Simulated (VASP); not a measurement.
# SiC (P1) in VASP: notebook

The runs below take SiC through single point, with PBE.

All numbers are computed with VASP 6.6.1; they aren't measurements. Logs are shortened: lines on timing, memory, paths and dates and some standing lists are left out, and cuts for length are marked.

**1. The cell of the first run**

The typed cell holds 8 atoms: a = 3.076 Å, b = 3.076 Å, c = 10.071 Å, α = 90.00°, β = 90.00°, γ = 120.00°.

**2. Single point, PBE (atom 1 (Si) moved -0.450 Å along Cartesian [1 -1 0])**

Input file INCAR:

```
  PREC = Accurate
  ENCUT = 520
  EDIFF = 1E-6
  ISMEAR = 0
  SIGMA = 0.05
  LREAL = False
  LASPH = True
  NELM = 60
  ALGO = Normal
  ISIF = 2
  LWAVE = False
  LCHARG = True
  GGA = PE
  LELF = True
  LVHAR = True
  NBANDS = 26
```

Input file KPOINTS:

```
regular mesh
0
Gamma
  12 12 4
```

Input file POSCAR:

```
SiC
1.0
    3.0756941497      0.0000000000      0.0000000000
   -1.5378470748      2.6636292679      0.0000000000
    0.0000000000      0.0000000000     10.0706464800
Si C
4 4
Direct
    0.6229411484      0.4527936709      0.9378419800
    0.3333333333      0.6666666667      0.4378419800
    0.0000000000      0.0000000000      0.6878943800
    0.0000000000      0.0000000000      0.1878943800
    0.6666666667      0.3333333333      0.7498025900
    0.3333333333      0.6666666667      0.2498025900
    0.0000000000      0.0000000000      0.5004600500
    0.0000000000      0.0000000000      0.0004600500
```

Potentials or basis: VASP PAW PBE potentials, release 64 (Si, C).

Started as:

```sh
cat potpaw_PBE.64/Si/POTCAR potpaw_PBE.64/C/POTCAR > POTCAR
mpirun -np 1 vasp_std > vasp.out
```

OUTCAR:

```text
PREC = Accurate
   ENCUT = 520
   EDIFF = 1E-6
   ISMEAR = 0
   LREAL = False
   LASPH = True
   NELM = 60
   ISIF = 2
   GGA = PE

 ion  position               nearest neighbor table
   1  0.623  0.453  0.938-   8 1.62   8 1.83   5 1.95   8 2.30   3 2.93   4 2.93   3 3.05   4 3.05

   2  0.333  0.667  0.438-   7 1.88   7 1.88   7 1.88   6 1.89   4 3.08   4 3.08   4 3.08   3 3.08
                             3 3.08   3 3.08
   3  0.000  0.000  0.688-   5 1.88   5 1.88   5 1.88   7 1.89   1 2.93   1 3.05   2 3.08   2 3.08
                             2 3.08
   4  0.000  0.000  0.188-   6 1.88   6 1.88   6 1.88   8 1.89   1 2.93   1 3.05   2 3.08   2 3.08
                             2 3.08
   5  0.667  0.333  0.750-   3 1.88   3 1.88   3 1.88   1 1.95
   6  0.333  0.667  0.250-   4 1.88   4 1.88   4 1.88   2 1.89
   7  0.000  0.000  0.500-   2 1.88   2 1.88   2 1.88   3 1.89
   8  0.000  0.000  0.000-   1 1.62   1 1.83   4 1.89   1 2.30

  LATTYP: Found a hexagonal cell.
 ALAT       =     3.0756941497
 C/A-ratio  =     3.2742678530

  Lattice vectors:

 A1 = (   3.0756941497,   0.0000000000,   0.0000000000)
 A2 = (  -1.5378470748,   2.6636292679,   0.0000000000)
 A3 = (   0.0000000000,   0.0000000000,  10.0706464800)

Analysis of symmetry for initial positions (statically):
=====================================================================
 Subroutine PRICEL returns:
 Original cell was already a primitive cell.

 Routine SETGRP: Setting up the symmetry group for a
 hexagonal supercell.

 Subroutine GETGRP returns: Found  1 space group operations
 (whereof  1 operations were pure point group operations)
 out of a pool of 24 trial point group operations.

The static configuration has the point symmetry C_1 .

Analysis of symmetry for dynamics (positions and initial velocities):
=====================================================================
 Subroutine PRICEL returns:
 Original cell was already a primitive cell.

 Routine SETGRP: Setting up the symmetry group for a
 hexagonal supercell.

 Subroutine GETGRP returns: Found  1 space group operations
 (whereof  1 operations were pure point group operations)
 out of a pool of 24 trial point group operations.

The dynamic configuration has the point symmetry C_1 .

 Subroutine INISYM returns: Found  1 space group operations
 (whereof  1 operations are pure point group operations),
 and found     1 'primitive' translations
[... 110 lines left out ...]
   NSW    =      0    number of steps for IOM
   IBRION =     -1    ionic relax: 0-MD 1-quasi-New 2-CG
   NFREE  =      0    steps in history (QN), initial steepest desc. (CG)
   ISIF   =      2    stress and relaxation
   ISYM   =      2    0-nonsym 1-usesym 2-fastsym
   POTIM  = 0.5000    time-step for ionic-motion
   TEBEG  =    0.0;   TEEND  =   0.0 temperature during run
   PSTRESS=    0.0 pullay stress
   NELECT =      32.0000    total number of electrons
   NUPDOWN=      -1.0000    fix difference up-down
   EMIN   =  10.00;   EMAX   =-10.00  energy-range for DOS
   EFERMI =   0.00;   METHOD = LEGACY
   ISMEAR =     0;   SIGMA  =   0.05  broadening in eV -4-tet -1-fermi 0-gaus
   EFERMI_NEDOS =   21; number of points for ismear=-14 and -15
   IALGO  =     38    algorithm
   IMIX   =      4    mixing-type and parameters
     AMIX     =   0.40;   BMIX     =  1.00
     AMIX_MAG =   1.60;   BMIX_MAG =  1.00
  volume/ion in A,a.u.               =      10.31        69.60
  Fermi-wavevector in a.u.,A,eV,Ry     =   1.193897  2.256138 19.393597  1.425389
  Thomas-Fermi vector in A             =   2.329900
   LORBIT       =      0    0 simple, 1 ext, 2 COOP (PROOUT), +10 PAW based schemes
   GGA     = PE    functional components
   LHFCALC =     F    Hartree Fock is set to
   AEXX    =    0.0000 exact exchange contribution
   IVDW    =     0    specifies the selected vdW correction
   LEPSILON=     F    determine dielectric tensor
   LRPA    =     F    only Hartree local field effects (RPA)
 non-spin polarized calculation
 Gauss-broadening in eV      SIGMA  =   0.05
  energy-cutoff  :      520.00
  volume of cell :       82.50
 maximum number of plane-waves:      2248
   NGX = 11   NGY = 11   NGZ = 37

 number of electron      32.0000000 magnetization

 Free energy of the ion-electron system (eV)
  ---------------------------------------------------
  ext. energy  EPLUGINS =         0.00000000
  ---------------------------------------------------
  free energy    TOTEN  =       -58.69278348 eV

  energy without entropy =      -58.69278348  energy(sigma->0) =      -58.69278348

 E-fermi :   9.4694     XC(G=0): -11.3701

 val. band max:        9.1878599330   @ k =   0.0000   0.0000   0.0000
 cond. band min:      10.0683236186   @ k =   0.5000   0.0000   0.0000
 fundamental gap:      0.8804636857
 Fermi energy:         9.4694138950

 k-point     1 :       0.0000    0.0000    0.0000
  band No.  band energies     occupation
      1      -7.3243      2.00000
      2      -6.1635      2.00000
      3      -6.0954      2.00000
      4      -3.7710      2.00000
      5      -0.4189      2.00000
      6       3.7535      2.00000
[... 685 lines left out ...]
     25      16.2913      0.00000
     26      16.7071      0.00000

 [... further k-points ...]

------------------------ aborting loop because EDIFF is reached ----------------------------------------

  FORCE on cell =-STRESS in cart. coord.  units (eV):
  Direction    XX          YY          ZZ          XY          YZ          ZX
  --------------------------------------------------------------------------------------
  -------------------------------------------------------------------------------------
  Total        2.2538242      7.9852046      2.7403008      1.9322941      2.1469493      1.2343297
  in kB       43.7679648    155.0680603     53.2150593     37.5240351     41.6925160     23.9699701
  external PRESSURE =      84.0170281 kB  Pullay stress =       0.0000000 kB

 VOLUME and BASIS-vectors are now :
 -----------------------------------------------------------------------------
  energy-cutoff  :      520.00
  volume of cell :       82.50
      direct lattice vectors                 reciprocal lattice vectors
     3.075694150  0.000000000  0.000000000     0.325129857  0.187713811  0.000000000
    -1.537847075  2.663629268  0.000000000     0.000000000  0.375427621  0.000000000
     0.000000000  0.000000000 10.070646480     0.000000000  0.000000000  0.099298491

 POSITION                                       TOTAL-FORCE (eV/Angst)
 -----------------------------------------------------------------------------------
      1.21965      1.20607      9.44468         1.277964     -7.039542     -2.784069
     -0.00000      1.77575      4.40935         0.022863     -0.023054     -0.000313
      0.00000      0.00000      6.92754         0.002329      0.085899     -0.077079
      0.00000      0.00000      1.89222        -0.093336      0.084076     -0.075776
      1.53785      0.88788      7.55100        -0.671180      0.669525      0.438479
     -0.00000      1.77575      2.51567         0.026694     -0.021545     -0.008781
      0.00000      0.00000      5.03996        -0.074209      0.070458     -0.026310
      0.00000      0.00000      0.00463        -0.491125      6.174183      2.533850
 -----------------------------------------------------------------------------------
    total drift:                                0.000031      0.000016      0.000109

  FREE ENERGIE OF THE ION-ELECTRON SYSTEM (eV)
  ---------------------------------------------------
  free  energy   TOTEN  =       -58.6927834780 eV

  energy  without entropy=      -58.6927834780  energy(sigma->0) =      -58.69278348
```

OSZICAR:

```text
N       E                     dE             d eps       ncg     rms          rms(c)
DAV:   1     0.724466322145E+02    0.72447E+02   -0.14553E+04 15184   0.112E+03
DAV:   2    -0.595781261945E+02   -0.13202E+03   -0.12189E+03 19918   0.189E+02
DAV:   3    -0.666158110668E+02   -0.70377E+01   -0.69817E+01 20524   0.411E+01
DAV:   4    -0.667043649643E+02   -0.88554E-01   -0.88431E-01 19504   0.540E+00
DAV:   5    -0.667058679303E+02   -0.15030E-02   -0.15021E-02 20400   0.665E-01    0.183E+01
DAV:   6    -0.589040431823E+02    0.78018E+01   -0.20223E+01 19178   0.202E+01    0.819E+00
DAV:   7    -0.587312364927E+02    0.17281E+00   -0.23703E+00 20762   0.705E+00    0.351E+00
DAV:   8    -0.586957791912E+02    0.35457E-01   -0.12726E-01 18636   0.174E+00    0.113E+00
DAV:   9    -0.586922234345E+02    0.35558E-02   -0.19397E-02 19318   0.779E-01    0.181E-01
DAV:  10    -0.586926563439E+02   -0.43291E-03   -0.18049E-03 19710   0.224E-01    0.967E-02
DAV:  11    -0.586927802125E+02   -0.12387E-03   -0.20532E-04 18146   0.927E-02    0.251E-02
DAV:  12    -0.586927814087E+02   -0.11962E-05   -0.21015E-05 20534   0.257E-02    0.130E-02
DAV:  13    -0.586927830616E+02   -0.16530E-05   -0.47795E-06 17694   0.132E-02    0.334E-03
DAV:  14    -0.586927834780E+02   -0.41639E-06   -0.42258E-07 10124   0.342E-03
   1 F= -.58692783E+02 E0= -.58692783E+02  d E =-.106646E-17
```

stdout:

```text
POSCAR found type information on POSCAR SiC
 POSCAR found :  2 types and       8 ions
 scaLAPACK will be used
 LDA part: xc-table for (Slater+PW92), standard interpolation
 POSCAR, INCAR and KPOINTS ok, starting setup
 FFT: planning ... GRIDC
 FFT: planning ... GRID_SOFT
 FFT: planning ... GRID
 WAVECAR not read
 entering main loop
```

Run time: 15 min. Hardware: 1 thread of Intel Xeon 8259CL, shared host; peak memory 0.54 GiB.

What came out:

| Property | Result |
| --- | --- |
| Free energy | -58.6928 eV |
| Pressure | 8.4 GPa |
| Largest force | 7.677 eV/Å |
| Band gap on the k mesh | 0.88 eV (least direct gap 2.42 eV) |

Forces on the atoms (eV/Å):
```
Si   1.278 -7.040 -2.784
Si   0.023 -0.023  0.000
Si   0.002  0.086 -0.077
Si  -0.093  0.084 -0.076
C   -0.671  0.670  0.438
C    0.027 -0.022 -0.009
C   -0.074  0.070 -0.026
C   -0.491  6.174  2.534
```

Stress tensor (GPa, compression positive):
```
 4.38  3.75  2.40
 3.75 15.51  4.17
 2.40  4.17  5.32
```

Levels at points of the mesh, in eV from the valence-band top:
```tsv
k point	band 14	band 15	band 16	band 17	band 18	band 19
(0.00, 0.00, 0.00)	-1.14	-1.00	0.00	3.67	4.47	5.01
(0.50, 0.00, 0.00)	-2.96	-2.65	-1.54	0.88	1.26	2.91
(0.00, 0.50, 0.00)	-3.00	-2.67	-1.65	1.12	1.31	3.07
(0.50, 0.50, 0.00)	-3.32	-2.36	-2.18	1.09	1.28	3.16
(0.00, 0.00, 0.50)	-1.19	-1.18	-0.02	3.71	4.32	5.32
(0.50, 0.00, 0.50)	-3.46	-2.50	-1.80	1.12	1.62	2.93
(0.00, 0.50, 0.50)	-3.46	-2.52	-1.90	1.51	1.65	3.00
(0.50, 0.50, 0.50)	-3.08	-2.84	-2.54	1.39	1.63	3.00
```

Caveat: the cell differs from its parent crystal (atom 1 (Si) moved -0.450 Å along Cartesian [1 -1 0]); the stress differs along the axes, from 4 to 16 GPa; forces of over 1 eV/Å act on the atoms, so gaps and moduli don't describe the material at rest. A k mesh can miss the band edges.

**3. Single point, PBE (atom 1 (Si) moved +0.394 Å along Cartesian [1 -1 0])**

Input file INCAR:

```
SYSTEM = SiC
PREC = Accurate
ENCUT = 520
EDIFF = 1E-6
ISMEAR = 0
SIGMA = 0.05
LREAL = .FALSE.
LASPH = .TRUE.
NELM = 60
ALGO = Normal
ISIF = 2
LWAVE = .FALSE.
LCHARG = .FALSE.
GGA = PE
NBANDS = 26
```

Input file KPOINTS:

```
Automatic mesh
0
G
  12 12 4
  0 0 0
```

Edit POSCAR of step 2 so:

```diff
@@ -8,3 +8,3 @@
 Direct
-    0.6229411484      0.4527936709      0.9378419800
+    0.7049313536      0.2287922646      0.9378419800
     0.3333333333      0.6666666667      0.4378419800
```

Potentials or basis: VASP PAW PBE potentials, release 64 (Si, C).

Started as:

```sh
cat potpaw_PBE.64/Si/POTCAR potpaw_PBE.64/C/POTCAR > POTCAR
mpirun -np 1 vasp_std > vasp.out
```

Wall time 22 min (1 thread of Intel Xeon 8259CL, shared host); peak memory 0.51 GiB.

It converged, with:

```
Free energy            : -58.1510 eV
Pressure               : 10.7 GPa
Largest force          : 13.477 eV/Å
Band gap on the k mesh : 1.28 eV (least direct gap 2.70 eV)
```

Forces in eV/Å, atoms in the order of the input:
```
Si  -11.202   6.324  -4.018
Si   -0.020   0.020  -0.007
Si    0.146  -0.076  -0.081
Si    0.082  -0.085  -0.118
C     0.593  -0.588   0.353
C    -0.014   0.018  -0.014
C     0.059  -0.062  -0.019
C    10.356  -5.550   3.904
```

Stress tensor (GPa, compression positive):
```
19.29 -8.38  9.45
-8.38  5.87 -3.89
 9.45 -3.89  7.03
```

Levels at points of the mesh, in eV from the valence-band top:
| k point | band 14 | band 15 | band 16 | band 17 | band 18 | band 19 |
| --- | --- | --- | --- | --- | --- | --- |
| (0.00, 0.00, 0.00) | -0.86 | -0.55 | 0.00 | 4.03 | 4.83 | 5.45 |
| (0.50, 0.00, 0.00) | -2.73 | -2.24 | -1.42 | 1.28 | 1.61 | 3.30 |
| (0.00, 0.50, 0.00) | -2.88 | -2.14 | -1.67 | 1.38 | 1.61 | 3.39 |
| (0.50, 0.50, 0.00) | -2.73 | -2.32 | -1.50 | 1.55 | 1.83 | 3.60 |
| (0.00, 0.00, 0.50) | -0.84 | -0.84 | -0.03 | 4.06 | 4.68 | 5.62 |
| (0.50, 0.00, 0.50) | -3.09 | -2.17 | -1.78 | 1.49 | 1.96 | 3.32 |
| (0.00, 0.50, 0.50) | -2.94 | -2.20 | -2.16 | 1.61 | 1.97 | 3.36 |
| (0.50, 0.50, 0.50) | -3.10 | -2.19 | -1.78 | 1.97 | 2.21 | 3.37 |

Caveat: the cell differs from its parent crystal (atom 1 (Si) moved +0.394 Å along Cartesian [1 -1 0]); the stress differs along the axes, from 6 to 19 GPa; forces of over 1 eV/Å act on the atoms, so gaps and moduli don't describe the material at rest.
